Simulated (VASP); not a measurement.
# AlN (F-43m) in VASP: notebook

The runs below take AlN through single point, with revPBE, BLYP+D3(BJ), LDA, PBE.

Program: VASP 6.6.1. These are calculated values, not measurements. Logs are shortened: lines on timing, memory, paths and dates and some standing lists are left out, and cuts for length are marked.

## Step 1: The cell of the first run

It takes space group F-43m (No. 216, cubic). Conventional cell: a = 4.279 Å, b = 4.279 Å, c = 4.279 Å, α = 90.00°, β = 90.00°, γ = 90.00°. Al (site symmetry -43m) has 4 N at 1.85 Å within 2.5 Å. N (site symmetry -43m) has 4 Al at 1.85 Å within 2.5 Å.

## Step 2: Single point, revPBE

INCAR reads:

```
SYSTEM = AlN
ALGO = Normal
EDIFF = 1E-6
ENCUT = 520
GGA = RE
ISIF = 2
ISMEAR = -1
LASPH = .True.
LCHARG = .True.
LELF = .True.
LREAL = .False.
LVHAR = .True.
LWAVE = .False.
NBANDS = 11
NELM = 60
PREC = Accurate
SIGMA = 0.05
```

KPOINTS reads:

```
k-points
0
Gamma
  10 10 10
  0 0 0
```

POSCAR reads:

```
AlN
1.0
    0.0000000000      2.1394097525      2.1394097525
    2.1394097525      0.0000000000      2.1394097525
    2.1394097525      2.1394097525      0.0000000000
Al N
1 1
Direct
    0.0000000000      0.0000000000      0.0000000000
    0.2500000000      0.2500000000      0.2500000000
```

Potentials or basis: VASP PAW PBE potentials, release 64 (Al, N).

Command:

```
$ cat potpaw_PBE.64/Al/POTCAR potpaw_PBE.64/N/POTCAR > POTCAR
$ mpirun -np 1 vasp_std > vasp.out
```

OUTCAR:

```text
SYSTEM = AlN
   EDIFF = 1E-6
   ENCUT = 520
   GGA = RE
   ISIF = 2
   ISMEAR = -1
   LASPH = .True.
   LREAL = .False.
   NELM = 60
   PREC = Accurate

 ion  position               nearest neighbor table
   1  0.000  0.000  0.000-   2 1.85   2 1.85   2 1.85   2 1.85
   2  0.250  0.250  0.250-   1 1.85   1 1.85   1 1.85   1 1.85

  LATTYP: Found a face centered cubic cell.
 ALAT       =     4.2788195050

  Lattice vectors:

 A1 = (   0.0000000000,   2.1394097525,   2.1394097525)
 A2 = (   2.1394097525,   0.0000000000,   2.1394097525)
 A3 = (   2.1394097525,   2.1394097525,   0.0000000000)

Analysis of symmetry for initial positions (statically):
=====================================================================
 Subroutine PRICEL returns:
 Original cell was already a primitive cell.

 Routine SETGRP: Setting up the symmetry group for a
 face centered cubic supercell.

 Subroutine GETGRP returns: Found 24 space group operations
 (whereof 24 operations were pure point group operations)
 out of a pool of 48 trial point group operations.

The static configuration has the point symmetry T_d .

Analysis of symmetry for dynamics (positions and initial velocities):
=====================================================================
 Subroutine PRICEL returns:
 Original cell was already a primitive cell.

 Routine SETGRP: Setting up the symmetry group for a
 face centered cubic supercell.

 Subroutine GETGRP returns: Found 24 space group operations
 (whereof 24 operations were pure point group operations)
 out of a pool of 48 trial point group operations.

The dynamic configuration has the point symmetry T_d .

 Subroutine INISYM returns: Found 24 space group operations
 (whereof 24 operations are pure point group operations),
 and found     1 'primitive' translations

----------------------------------------------------------------------------------------

                                     Primitive cell

  volume of cell :      19.5845

  direct lattice vectors                    reciprocal lattice vectors
     0.000000000  2.139409753  2.139409753    -0.233709321  0.233709321  0.233709321
     2.139409753  0.000000000  2.139409753     0.233709321 -0.233709321  0.233709321
     2.139409753  2.139409753  0.000000000     0.233709321  0.233709321 -0.233709321

  length of vectors
     3.025582287  3.025582287  3.025582287     0.404796418  0.404796418  0.404796418

  position of ions in fractional coordinates (direct lattice)
     0.000000000  0.000000000  0.000000000
     0.250000000  0.250000000  0.250000000

  ion indices of the primitive-cell ions
   primitive index   ion index
                 1           1
                 2           2

----------------------------------------------------------------------------------------

 KPOINTS: k-points

Automatic generation of k-mesh.
 Grid dimensions read from file:
 generate k-points for:   10   10   10

 Generating k-lattice:

  Cartesian coordinates                     Fractional coordinates (reciprocal lattice)
    -0.023370932  0.023370932  0.023370932     0.100000000  0.000000000  0.000000000
     0.023370932 -0.023370932  0.023370932     0.000000000  0.100000000  0.000000000
     0.023370932  0.023370932 -0.023370932     0.000000000  0.000000000  0.100000000

  Length of vectors
     0.040479642  0.040479642  0.040479642

  Shift w.r.t. Gamma in fractional coordinates (k-lattice)
     0.000000000  0.000000000  0.000000000

 Subroutine IBZKPT returns following result:
 ===========================================

 Found     47 irreducible k-points:

 Following reciprocal coordinates:
            Coordinates               Weight
  0.000000  0.000000  0.000000      1.000000
  0.100000  0.000000  0.000000      8.000000
  0.200000  0.000000  0.000000      8.000000
  0.300000  0.000000  0.000000      8.000000
  0.400000  0.000000  0.000000      8.000000
  0.500000  0.000000  0.000000      4.000000
[... 16 lines left out ...]
  0.300000  0.300000  0.000000      6.000000
  0.400000  0.300000  0.000000     24.000000
 [... further k-points ...]
   k-points           NKPTS =     47   k-points in BZ     NKDIM =     47   number of bands    NBANDS=     11
   number of dos      NEDOS =    301   number of ions     NIONS =      2
   total plane-waves  NPLWV =  13824
   dimension x,y,z NGX =    24 NGY =   24 NGZ =   24
   dimension x,y,z NGXF=    48 NGYF=   48 NGZF=   48
   ions per type =               1   1
   NGX,Y,Z   is equivalent  to a cutoff of  13.19, 13.19, 13.19 a.u.
   NGXF,Y,Z  is equivalent  to a cutoff of  26.37, 26.37, 26.37 a.u.
 SYSTEM =  AlN
   PREC   = accura    normal or accurate (medium, high low for compatibility)
   ISTART =      0    job   : 0-new  1-cont  2-samecut
   ICHARG =      2    charge: 1-file 2-atom 10-const
   ISPIN  =      1    spin polarized calculation?
   LNONCOLLINEAR =      F non collinear calculations
   LSORBIT =      F    spin-orbit coupling
   LASPH  =      T    aspherical Exc in radial PAW
   ENCUT  =  520.0 eV  38.22 Ry    6.18 a.u.   5.63  5.63  5.63*2*pi/ulx,y,z
   NELM   =     60;   NELMIN=  2; NELMDL= -5     # of ELM steps
   EDIFF  = 0.1E-05   stopping-criterion for ELM
   LREAL  =      F    real-space projection
   EDIFFG = 0.1E-04   stopping-criterion for IOM
   NSW    =      0    number of steps for IOM
   IBRION =     -1    ionic relax: 0-MD 1-quasi-New 2-CG
   NFREE  =      0    steps in history (QN), initial steepest desc. (CG)
   ISIF   =      2    stress and relaxation
   ISYM   =      2    0-nonsym 1-usesym 2-fastsym
   POTIM  = 0.5000    time-step for ionic-motion
   TEBEG  =    0.0;   TEEND  =   0.0 temperature during run
   PSTRESS=    0.0 pullay stress
   NELECT =       8.0000    total number of electrons
   NUPDOWN=      -1.0000    fix difference up-down
   EMIN   =  10.00;   EMAX   =-10.00  energy-range for DOS
   EFERMI =   0.00;   METHOD = LEGACY
   ISMEAR =    -1;   SIGMA  =   0.05  broadening in eV -4-tet -1-fermi 0-gaus
   EFERMI_NEDOS =   21; number of points for ismear=-14 and -15
   IALGO  =     38    algorithm
   IMIX   =      4    mixing-type and parameters
     AMIX     =   0.40;   BMIX     =  1.00
     AMIX_MAG =   1.60;   BMIX_MAG =  1.00
  volume/ion in A,a.u.               =       9.79        66.08
  Fermi-wavevector in a.u.,A,eV,Ry     =   1.214696  2.295442 20.075204  1.475486
  Thomas-Fermi vector in A             =   2.350107
   LORBIT       =      0    0 simple, 1 ext, 2 COOP (PROOUT), +10 PAW based schemes
   GGA     = RE    functional components
   LHFCALC =     F    Hartree Fock is set to
   AEXX    =    0.0000 exact exchange contribution
   IVDW    =     0    specifies the selected vdW correction
   LEPSILON=     F    determine dielectric tensor
   LRPA    =     F    only Hartree local field effects (RPA)
 non-spin polarized calculation
  energy-cutoff  :      520.00
  volume of cell :       19.58
 maximum number of plane-waves:       544
   NGX = 11   NGY = 11   NGZ = 11

 number of electron       7.9999998 magnetization

 Free energy of the ion-electron system (eV)
  ---------------------------------------------------
  ext. energy  EPLUGINS =         0.00000000
  ---------------------------------------------------
  free energy    TOTEN  =       -14.11839462 eV

  energy without entropy =      -14.11839462  energy(sigma->0) =      -14.11839462

 E-fermi :   7.7845     XC(G=0): -11.1178

 val. band max:        6.6525930613   @ k =   0.0000   0.0000   0.0000
 cond. band min:      10.0302751379   @ k =   0.5000   0.5000   0.0000
 fundamental gap:      3.3776820765
 Fermi energy:         7.7844563579

 k-point     1 :       0.0000    0.0000    0.0000
  band No.  band energies     occupation
      1      -8.7247      2.00000
      2       6.6526      2.00000
      3       6.6526      2.00000
      4       6.6526      2.00000
      5      11.4316      0.00000
      6      19.9241      0.00000
      7      19.9241      0.00000
      8      19.9241      0.00000
      9      24.8557      0.00000
     10      24.8557      0.00000
     11      26.4235      0.00000

 k-point     2 :       0.1000    0.0000    0.0000
  band No.  band energies     occupation
      1      -8.5683      2.00000
      2       5.8408      2.00000
      3       6.6010      2.00000
      4       6.6010      2.00000
      5      12.0781      0.00000
      6      19.5324      0.00000
      7      20.0657      0.00000
      8      20.0657      0.00000
      9      23.5628      0.00000
     10      23.5628      0.00000
     11      25.6139      0.00000

 k-point     3 :       0.2000    0.0000    0.0000
  band No.  band energies     occupation
      1      -8.1220      2.00000
      2       4.1884      2.00000
      3       6.4721      2.00000
      4       6.4721      2.00000
      5      13.2062      0.00000
      6      18.7035      0.00000
      7      19.9257      0.00000
      8      19.9257      0.00000
      9      23.0753      0.00000
     10      23.0753      0.00000
     11      24.7730      0.00000

 k-point     4 :       0.3000    0.0000    0.0000
  band No.  band energies     occupation
      1      -7.4701      2.00000
      2       2.4650      2.00000
      3       6.3240      2.00000
      4       6.3240      2.00000
      5      14.0643      0.00000
      6      17.8740      0.00000
      7      19.1415      0.00000
      8      19.1415      0.00000
      9      24.2810      0.00000
     10      24.2810      0.00000
     11      24.6843      0.00000

 k-point     5 :       0.4000    0.0000    0.0000
  band No.  band energies     occupation
      1      -6.8109      2.00000
      2       1.1034      2.00000
      3       6.2123      2.00000
      4       6.2123      2.00000
      5      14.5232      0.00000
      6      17.2417      0.00000
      7      18.4838      0.00000
      8      18.4838      0.00000
      9      25.2241      0.00000
     10      26.2538      0.00000
     11      26.2538      0.00000
[... 211 lines left out ...]
 k-point    21 :      -0.3000    0.2000    0.0000
  band No.  band energies     occupation
      1      -6.6461      2.00000
      2       1.8908      2.00000
      3       4.3903      2.00000
      4       6.1317      2.00000
      5      14.8612      0.00000
      6      16.3449      0.00000
      7      19.1894      0.00000
      8      19.4550      0.00000
      9      23.7382      0.00000
     10      26.3497      0.00000
     11      28.8349      0.00000

 k-point    22 :      -0.2000    0.2000    0.0000
  band No.  band energies     occupation
      1      -7.2561      2.00000
      2       2.7902      2.00000
      3       4.9074      2.00000
      4       6.4046      2.00000
      5      14.7174      0.00000
      6      17.1483      0.00000
      7      18.7525      0.00000
      8      19.6632      0.00000
      9      22.2381      0.00000
     10      26.0043      0.00000
     11      28.7918      0.00000

 k-point    23 :       0.3000    0.3000    0.0000
  band No.  band energies     occupation
      1      -7.0662      2.00000
      2       3.0639      2.00000
      3       5.3754      2.00000
      4       5.3754      2.00000
      5      12.2131      0.00000
      6      16.8494      0.00000
      7      19.3244      0.00000
      8      21.9665      0.00000
      9      21.9665      0.00000
     10      27.6779      0.00000
     11      31.5522      0.00000

 k-point    24 :       0.4000    0.3000    0.0000
  band No.  band energies     occupation
      1      -6.5632      2.00000
      2       2.3896      2.00000
      3       4.8969      2.00000
      4       5.2078      2.00000
      5      11.7370      0.00000
      6      16.6725      0.00000
      7      19.7687      0.00000
      8      22.0174      0.00000
      9      22.5868      0.00000
     10      28.7265      0.00000
     11      31.3310      0.00000

 [... further k-points ...]

------------------------ aborting loop because EDIFF is reached ----------------------------------------

  FORCE on cell =-STRESS in cart. coord.  units (eV):
  Direction    XX          YY          ZZ          XY          YZ          ZX
  --------------------------------------------------------------------------------------
  -------------------------------------------------------------------------------------
  Total        2.6976100      2.6976100      2.6976100      0.0000000      0.0000000     -0.0000000
  in kB      220.6875520    220.6875520    220.6875520      0.0000000      0.0000000     -0.0000000
  external PRESSURE =     220.6875520 kB  Pullay stress =       0.0000000 kB

 VOLUME and BASIS-vectors are now :
 -----------------------------------------------------------------------------
  energy-cutoff  :      520.00
  volume of cell :       19.58
      direct lattice vectors                 reciprocal lattice vectors
     0.000000000  2.139409753  2.139409753    -0.233709321  0.233709321  0.233709321
     2.139409753  0.000000000  2.139409753     0.233709321 -0.233709321  0.233709321
     2.139409753  2.139409753  0.000000000     0.233709321  0.233709321 -0.233709321

 POSITION                                       TOTAL-FORCE (eV/Angst)
 -----------------------------------------------------------------------------------
      0.00000      0.00000      0.00000        -0.000000     -0.000000     -0.000000
      1.06970      1.06970      1.06970         0.000000      0.000000      0.000000
 -----------------------------------------------------------------------------------
    total drift:                                0.000000      0.000000      0.000000

  FREE ENERGIE OF THE ION-ELECTRON SYSTEM (eV)
  ---------------------------------------------------
  free  energy   TOTEN  =       -14.1183946200 eV

  energy  without entropy=      -14.1183946200  energy(sigma->0) =      -14.11839462
```

Run time: 11 s. Hardware: 1 thread of Intel Xeon 8259CL, shared host; peak memory 0.13 GiB.

Results:

| Item | Value |
| --- | --- |
| Free energy | -14.1184 eV |
| Pressure | 22.1 GPa |
| Band gap on the k mesh | 3.38 eV, indirect (least direct gap 4.78 eV) |

Caveat: the PAW data sets were made with another functional, which shifts forces and pressure a little.

## Step 3: Single point, BLYP+D3(BJ)

INCAR reads:

```
SYSTEM = AlN
PREC = Accurate
ENCUT = 520
EDIFF = 1E-7
ISMEAR = -1
SIGMA = 0.05
LREAL = .FALSE.
LASPH = .TRUE.
NELM = 80
ALGO = Normal
ISIF = 2
LWAVE = .FALSE.
LCHARG = .FALSE.
GGA = B5
ALDAX = 1.0
AGGAX = 1.0
AGGAC = 1.0
ALDAC = 0.0
IVDW = 12
VDW_S6 = 1.0
VDW_S8 = 2.6996
VDW_A1 = 0.4298
VDW_A2 = 4.2359
NBANDS = 11
```

KPOINTS reads:

```
regular mesh
0
G
  10 10 10
  0 0 0
```

POSCAR is that of step 2.

Potentials or basis: VASP PAW PBE potentials, release 64 (Al, N).

Command:

```
$ cat potpaw_PBE.64/Al/POTCAR potpaw_PBE.64/N/POTCAR > POTCAR
$ mpirun -np 1 vasp_std > vasp.out
```

It took 18 s on 1 thread of Intel Xeon 8259CL, shared host; peak memory 0.15 GiB.

It converged, with:

```
Free energy                : -15.0063 eV
Pressure                   : 12.9 GPa
Band gap on the k mesh     : 3.71 eV, indirect (least direct gap 5.05 eV)
Dispersion energy per atom : -0.625 eV
```

Levels at points of the mesh, in eV from the valence-band top:
| k point | band 2 | band 3 | band 4 | band 5 | band 6 | band 7 |
| --- | --- | --- | --- | --- | --- | --- |
| (0.00, 0.00, 0.00) | 0.00 | 0.00 | 0.00 | 5.05 | 13.25 | 13.25 |
| (0.50, 0.00, 0.00) | -5.99 | -0.48 | -0.48 | 8.14 | 10.58 | 11.69 |
| (0.50, 0.50, 0.00) | -5.02 | -1.81 | -1.81 | 3.71 | 9.19 | 14.88 |

Caveat: the PAW data sets were made with another functional, which shifts forces and pressure a little.

## Step 4: Single point, LDA

INCAR reads:

```
SYSTEM = AlN
PREC = Accurate
ENCUT = 520
EDIFF = 1E-7
ISMEAR = -1
SIGMA = 0.05
LREAL = .FALSE.
LASPH = .TRUE.
NELM = 60
ALGO = Normal
ISIF = 2
LWAVE = .FALSE.
LCHARG = .FALSE.
GGA = CA
NBANDS = 11
```

KPOINTS is that of step 3.

POSCAR is that of step 3.

Potentials or basis: VASP PAW LDA potentials, release 64 (Al, N).

Command:

```
$ cat potpaw_LDA.64/Al/POTCAR potpaw_LDA.64/N/POTCAR > POTCAR
$ mpirun -np 1 vasp_std > vasp.out
```

Run time: 10 s. Hardware: 1 thread of Intel Xeon 8259CL, shared host; peak memory 0.12 GiB.

It converged, with:

```
Free energy            : -16.3440 eV
Pressure               : 10.9 GPa
Band gap on the k mesh : 3.25 eV, indirect (least direct gap 4.80 eV)
```

Levels at points of the mesh, in eV from the valence-band top:
```tsv
k point	band 1	band 2	band 3	band 4	band 5	band 6	band 7	band 8
(0.00, 0.00, 0.00)	-15.19	0.00	0.00	0.00	4.80	12.95	12.95	12.95
(0.50, 0.00, 0.00)	-12.88	-6.18	-0.49	-0.49	7.84	10.19	11.35	11.35
(0.50, 0.50, 0.00)	-12.16	-5.15	-1.86	-1.86	3.25	8.78	14.61	16.26
```

## Step 5: Single point, PBE

This run uses another cell than the first one, of 10.63 Å³/atom, 1.085 times its volume.

INCAR reads:

```
PREC = Accurate
ENCUT = 520
EDIFF = 1E-6
ISMEAR = -1
SIGMA = 0.05
LREAL = False
LASPH = True
NELM = 80
ALGO = Normal
ISIF = 2
LWAVE = False
LCHARG = True
GGA = PE
LELF = True
LVHAR = True
NBANDS = 11
```

KPOINTS reads:

```
Automatic mesh
0
Gamma
  10 10 10
```

POSCAR reads:

```
AlN
1.0
    0.0000000000      2.1984575146      2.1984575146
    2.1984575146      0.0000000000      2.1984575146
    2.1984575146      2.1984575146      0.0000000000
Al N
1 1
Direct
    0.0000000000      0.0000000000      0.0000000000
    0.2500000000      0.2500000000      0.2500000000
```

Potentials or basis: VASP PAW PBE potentials, release 64 (Al, N).

Command:

```
$ cat potpaw_PBE.64/Al/POTCAR potpaw_PBE.64/N/POTCAR > POTCAR
$ mpirun -np 1 vasp_std > vasp.out
```

Wall time 13 s (1 thread of Intel Xeon 8259CL, shared host); peak memory 0.14 GiB.

The run converged. Its results:

* Free energy: -14.8473 eV
* Pressure: 0.5 GPa
* Band gap on the k mesh: 3.31 eV, indirect (least direct gap 4.02 eV)

Levels at points of the mesh, in eV from the valence-band top:
| k point | band 2 | band 3 | band 4 | band 5 | band 6 | band 7 |
| --- | --- | --- | --- | --- | --- | --- |
| (0.00, 0.00, 0.00) | 0.00 | 0.00 | 0.00 | 4.02 | 12.37 | 12.37 |
| (0.50, 0.00, 0.00) | -5.77 | -0.48 | -0.48 | 7.20 | 9.73 | 11.02 |
| (0.50, 0.50, 0.00) | -4.84 | -1.75 | -1.75 | 3.31 | 8.49 | 13.69 |

A k mesh can miss the band edges.

## Step 6: The runs side by side

```csv
level,potentials or basis,cell,gap on the mesh (eV),pressure (GPa)
revPBE,"VASP PAW PBE potentials, release 64 (Al, N)","a = 3.026 Å, angles 60.0°, 2 atoms",3.38,22.1
BLYP+D3(BJ),"VASP PAW PBE potentials, release 64 (Al, N)","a = 3.026 Å, angles 60.0°, 2 atoms",3.71,12.9
LDA,"VASP PAW LDA potentials, release 64 (Al, N)","a = 3.026 Å, angles 60.0°, 2 atoms",3.25,10.9
PBE,"VASP PAW PBE potentials, release 64 (Al, N)","a = 3.109 Å, angles 60.0°, 2 atoms",3.31,0.5
```

Alike in all rows: task single point; no spin polarisation; k mesh 10 × 10 × 10; cutoff (eV) 520; smearing fermi-dirac 0.05 eV.

Caveats: the PAW data sets were made with another functional, which shifts forces and pressure a little (some runs).

Absolute energies hang on the potentials; compare differences alone.
